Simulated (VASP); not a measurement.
# Cu (P6_3/mmc) in VASP: a series of runs

The runs below take Cu through single point, with PBE.

Program: VASP 6.6.1. These are calculated values, not measurements. Logs are shortened: lines on timing, memory, paths and dates and some standing lists are left out, and cuts for length are marked.

## (1) The cell of the first run

It takes space group P6_3/mmc (No. 194, hexagonal). The conventional cell has a = 2.407 Å, b = 2.407 Å, c = 4.215 Å, α = 90.00°, β = 90.00°, γ = 120.00°. Within 3.2 Å of Cu (site symmetry -6m2) lie 12 Cu at 2.41 to 2.52 Å.

## (2) Single point, PBE (strain -0.050 along x and y, +0.025 along z)

Contents of INCAR:

```
  ALGO = Fast
  EDIFF = 1E-6
  ENCUT = 520
  GGA = PE
  ISIF = 2
  ISMEAR = 0
  LASPH = T
  LCHARG = T
  LELF = T
  LREAL = F
  LVHAR = T
  LWAVE = F
  NBANDS = 18
  NELM = 60
  PREC = Accurate
  SIGMA = 0.15
```

Contents of KPOINTS:

```
k-points
0
Gamma
  24 24 12
```

Contents of POSCAR:

```
Cu
1.0
    2.4073918363      0.0000000000      0.0000000000
   -1.2036959182      2.0848624871      0.0000000000
    0.0000000000      0.0000000000      4.2153852750
Cu
2
Direct
    0.3333333333      0.6666666667      0.2500000000
    0.6666666667      0.3333333333      0.7500000000
```

Potentials or basis: VASP PAW PBE potentials, release 64 (Cu).

Command:

```sh
> cat potpaw_PBE.64/Cu/POTCAR > POTCAR
> mpirun -np 1 vasp_std > vasp.out
```

OUTCAR:

```text
EDIFF = 1E-6
   ENCUT = 520
   GGA = PE
   ISIF = 2
   ISMEAR = 0
   LASPH = T
   LREAL = F
   NELM = 60
   PREC = Accurate

 ion  position               nearest neighbor table
   1  0.333  0.667  0.250-   2 2.52   2 2.52   2 2.52   2 2.52   2 2.52   2 2.52
   2  0.667  0.333  0.750-   1 2.52   1 2.52   1 2.52   1 2.52   1 2.52   1 2.52

  LATTYP: Found a hexagonal cell.
 ALAT       =     2.4073918363
 C/A-ratio  =     1.7510175167

  Lattice vectors:

 A1 = (   2.4073918363,   0.0000000000,   0.0000000000)
 A2 = (  -1.2036959182,   2.0848624871,   0.0000000000)
 A3 = (   0.0000000000,   0.0000000000,   4.2153852750)

Analysis of symmetry for initial positions (statically):
=====================================================================
 Subroutine PRICEL returns:
 Original cell was already a primitive cell.

 Routine SETGRP: Setting up the symmetry group for a
 hexagonal supercell.

 Subroutine GETGRP returns: Found 24 space group operations
 (whereof 12 operations were pure point group operations)
 out of a pool of 24 trial point group operations.

The static configuration has the point symmetry D_3d.
 The point group associated with its full space group is D_6h.

Analysis of symmetry for dynamics (positions and initial velocities):
=====================================================================
 Subroutine PRICEL returns:
 Original cell was already a primitive cell.

 Routine SETGRP: Setting up the symmetry group for a
 hexagonal supercell.

 Subroutine GETGRP returns: Found 24 space group operations
 (whereof 12 operations were pure point group operations)
 out of a pool of 24 trial point group operations.

The dynamic configuration has the point symmetry D_3d.
 The point group associated with its full space group is D_6h.

 Subroutine INISYM returns: Found 24 space group operations
 (whereof 12 operations are pure point group operations),
 and found     1 'primitive' translations

----------------------------------------------------------------------------------------

                                     Primitive cell

  volume of cell :      21.1574

  direct lattice vectors                    reciprocal lattice vectors
     2.407391836  0.000000000  0.000000000     0.415387302  0.239823971  0.000000000
    -1.203695918  2.084862487  0.000000000     0.000000000  0.479647941  0.000000000
     0.000000000  0.000000000  4.215385275     0.000000000  0.000000000  0.237226240

  length of vectors
     2.407391836  2.407391836  4.215385275     0.479647941  0.479647941  0.237226240

  position of ions in fractional coordinates (direct lattice)
     0.333333333  0.666666667  0.250000000
     0.666666667  0.333333333  0.750000000

  ion indices of the primitive-cell ions
   primitive index   ion index
                 1           1
                 2           2

----------------------------------------------------------------------------------------

 KPOINTS: k-points

Automatic generation of k-mesh.
 Grid dimensions read from file:
 generate k-points for:   24   24   12

 Generating k-lattice:

  Cartesian coordinates                     Fractional coordinates (reciprocal lattice)
     0.017307804  0.009992665  0.000000000     0.041666667  0.000000000  0.000000000
     0.000000000  0.019985331  0.000000000     0.000000000  0.041666667  0.000000000
     0.000000000  0.000000000  0.019768853     0.000000000  0.000000000  0.083333333

  Length of vectors
     0.019985331  0.019985331  0.019768853

  Shift w.r.t. Gamma in fractional coordinates (k-lattice)
     0.000000000  0.000000000  0.000000000

 Subroutine IBZKPT returns following result:
 ===========================================

 Found    427 irreducible k-points:

 Following reciprocal coordinates:
            Coordinates               Weight
  0.000000  0.000000  0.000000      1.000000
  0.041667  0.000000  0.000000      6.000000
  0.083333  0.000000  0.000000      6.000000
  0.125000  0.000000  0.000000      6.000000
  0.166667  0.000000  0.000000      6.000000
  0.208333  0.000000  0.000000      6.000000
[... 16 lines left out ...]
  0.416667  0.041667  0.000000     12.000000
  0.458333  0.041667  0.000000     12.000000
 [... further k-points ...]
   k-points           NKPTS =    427   k-points in BZ     NKDIM =    427   number of bands    NBANDS=     18
   number of dos      NEDOS =    301   number of ions     NIONS =      2
   total plane-waves  NPLWV =  10368
   dimension x,y,z NGX =    18 NGY =   18 NGZ =   32
   dimension x,y,z NGXF=    36 NGYF=   36 NGZF=   64
   ions per type =               2
   NGX,Y,Z   is equivalent  to a cutoff of  12.43, 12.43, 12.62 a.u.
   NGXF,Y,Z  is equivalent  to a cutoff of  24.86, 24.86, 25.24 a.u.
 SYSTEM =  unknown system
   PREC   = accura    normal or accurate (medium, high low for compatibility)
   ISTART =      0    job   : 0-new  1-cont  2-samecut
   ICHARG =      2    charge: 1-file 2-atom 10-const
   ISPIN  =      1    spin polarized calculation?
   LNONCOLLINEAR =      F non collinear calculations
   LSORBIT =      F    spin-orbit coupling
   LASPH  =      T    aspherical Exc in radial PAW
   ENCUT  =  520.0 eV  38.22 Ry    6.18 a.u.   4.48  4.48  7.84*2*pi/ulx,y,z
   NELM   =     60;   NELMIN=  2; NELMDL= -5     # of ELM steps
   EDIFF  = 0.1E-05   stopping-criterion for ELM
   LREAL  =      F    real-space projection
   EDIFFG = 0.1E-04   stopping-criterion for IOM
   NSW    =      0    number of steps for IOM
   IBRION =     -1    ionic relax: 0-MD 1-quasi-New 2-CG
   NFREE  =      0    steps in history (QN), initial steepest desc. (CG)
   ISIF   =      2    stress and relaxation
   ISYM   =      2    0-nonsym 1-usesym 2-fastsym
   POTIM  = 0.5000    time-step for ionic-motion
   TEBEG  =    0.0;   TEEND  =   0.0 temperature during run
   PSTRESS=    0.0 pullay stress
   NELECT =      22.0000    total number of electrons
   NUPDOWN=      -1.0000    fix difference up-down
   EMIN   =  10.00;   EMAX   =-10.00  energy-range for DOS
   EFERMI =   0.00;   METHOD = LEGACY
   ISMEAR =     0;   SIGMA  =   0.15  broadening in eV -4-tet -1-fermi 0-gaus
   EFERMI_NEDOS =   21; number of points for ismear=-14 and -15
   IALGO  =     68    algorithm
   IMIX   =      4    mixing-type and parameters
     AMIX     =   0.40;   BMIX     =  1.00
     AMIX_MAG =   1.60;   BMIX_MAG =  1.00
  volume/ion in A,a.u.               =      10.58        71.39
  Fermi-wavevector in a.u.,A,eV,Ry     =   1.658550  3.134205 37.426744  2.750788
  Thomas-Fermi vector in A             =   2.746112
   LORBIT       =      0    0 simple, 1 ext, 2 COOP (PROOUT), +10 PAW based schemes
   GGA     = PE    functional components
   LHFCALC =     F    Hartree Fock is set to
   AEXX    =    0.0000 exact exchange contribution
   IVDW    =     0    specifies the selected vdW correction
   LEPSILON=     F    determine dielectric tensor
   LRPA    =     F    only Hartree local field effects (RPA)
 non-spin polarized calculation
 RMM-DIIS sequential band-by-band and
 Gauss-broadening in eV      SIGMA  =   0.15
  energy-cutoff  :      520.00
  volume of cell :       21.16
 maximum number of plane-waves:       604
 NGX is ok and might be reduce to    18
   NGX =  9   NGY =  9   NGZ = 15

 number of electron      22.0000032 magnetization

 Free energy of the ion-electron system (eV)
  ---------------------------------------------------
  ext. energy  EPLUGINS =         0.00000000
  ---------------------------------------------------
  free energy    TOTEN  =        -7.19798959 eV

  energy without entropy =       -7.18858038  energy(sigma->0) =       -7.19328498

 E-fermi :   9.0647     XC(G=0): -13.3751

 val. band max:        9.0467477498   @ k =   0.3333   0.1667   0.1667
 cond. band min:       9.0679518277   @ k =   0.1250   0.0000   0.0000
 fundamental gap:      0.0212040779
 Fermi energy:         9.0646880031

 k-point     1 :       0.0000    0.0000    0.0000
  band No.  band energies     occupation
      1      -1.1882      2.00000
      2       3.1205      2.00000
      3       5.3511      2.00000
      4       5.6907      2.00000
      5       5.6907      2.00000
      6       5.8786      2.00000
[... 10 lines left out ...]
     17      34.1974      0.00000
     18      34.8989      0.00000

 k-point     2 :       0.0417    0.0000    0.0000
  band No.  band energies     occupation
      1      -1.1239      2.00000
      2       3.1638      2.00000
      3       5.3538      2.00000
      4       5.6831      2.00000
      5       5.7167      2.00000
      6       5.8628      2.00000
[... 10 lines left out ...]
     17      33.2638      0.00000
     18      35.3213      0.00000

 k-point     3 :       0.0833    0.0000    0.0000
  band No.  band energies     occupation
      1      -0.9325      2.00000
      2       3.2895      2.00000
      3       5.3490      2.00000
      4       5.6723      2.00000
      5       5.7937      2.00000
      6       5.8219      2.00000
[... 10 lines left out ...]
     17      32.2052      0.00000
     18      35.8736      0.00000

 k-point     4 :       0.1250    0.0000    0.0000
  band No.  band energies     occupation
      1      -0.6175      2.00000
      2       3.4839      2.00000
      3       5.3097      2.00000
      4       5.6566      2.00000
      5       5.6612      2.00000
      6       5.7969      2.00000
[... 375 lines left out ...]
      4       5.3785      2.00000
      5       5.6516      2.00000
      6       5.7966      2.00000
[... 10 lines left out ...]
     17      24.2874      0.00000
     18      31.5364      0.00000

 k-point    23 :       0.4167    0.0417    0.0000
  band No.  band energies     occupation
      1       3.4661      2.00000
      2       3.8696      2.00000
      3       4.1141      2.00000
      4       5.5789      2.00000
      5       5.5967      2.00000
      6       5.8505      2.00000
[... 10 lines left out ...]
     17      23.8894      0.00000
     18      31.2928      0.00000

 k-point    24 :       0.4583    0.0417    0.0000
  band No.  band energies     occupation
      1       3.6286      2.00000
      2       3.7947      2.00000
      3       4.0821      2.00000
      4       5.5681      2.00000
      5       5.7457      2.00000
      6       5.8281      2.00000
[... 10 lines left out ...]
     17      23.6998      0.00000
     18      31.2016      0.00000

 [... further k-points ...]
[... 5 lines left out ...]
  --------------------------------------------------------------------------------------
  -------------------------------------------------------------------------------------
  Total        4.1340917      4.1340917      1.7073423     -0.0000000     -0.0000000     -0.0000000
  in kB      313.0611818    313.0611818    129.2914250     -0.0000000     -0.0000000     -0.0000000
  external PRESSURE =     251.8045962 kB  Pullay stress =       0.0000000 kB

 VOLUME and BASIS-vectors are now :
 -----------------------------------------------------------------------------
  energy-cutoff  :      520.00
  volume of cell :       21.16
      direct lattice vectors                 reciprocal lattice vectors
     2.407391836  0.000000000  0.000000000     0.415387302  0.239823971  0.000000000
    -1.203695918  2.084862487  0.000000000     0.000000000  0.479647941  0.000000000
     0.000000000  0.000000000  4.215385275     0.000000000  0.000000000  0.237226240

 POSITION                                       TOTAL-FORCE (eV/Angst)
 -----------------------------------------------------------------------------------
     -0.00000      1.38991      1.05385        -0.000000      0.000000      0.000000
      1.20370      0.69495      3.16154         0.000000     -0.000000      0.000000
 -----------------------------------------------------------------------------------
    total drift:                                0.000000     -0.000000      0.000000

  FREE ENERGIE OF THE ION-ELECTRON SYSTEM (eV)
  ---------------------------------------------------
  free  energy   TOTEN  =        -7.1979895929 eV

  energy  without entropy=       -7.1885803760  energy(sigma->0) =       -7.19328498
```

It took 70 s on 1 thread of Intel Xeon 6975P-C (Granite Rapids), shared host; peak memory 0.24 GiB.

What came out:

```
Free energy            : -7.1980 eV
Pressure               : 25.2 GPa
Band gap on the k mesh : zero (band 11 reaches 13.77 eV, above the bottom of band 12 at 6.93 eV)
```

Caveat: the cell differs from its parent crystal (strain -0.050 along x and y, +0.025 along z).

(Continued in part 2 of 2.)
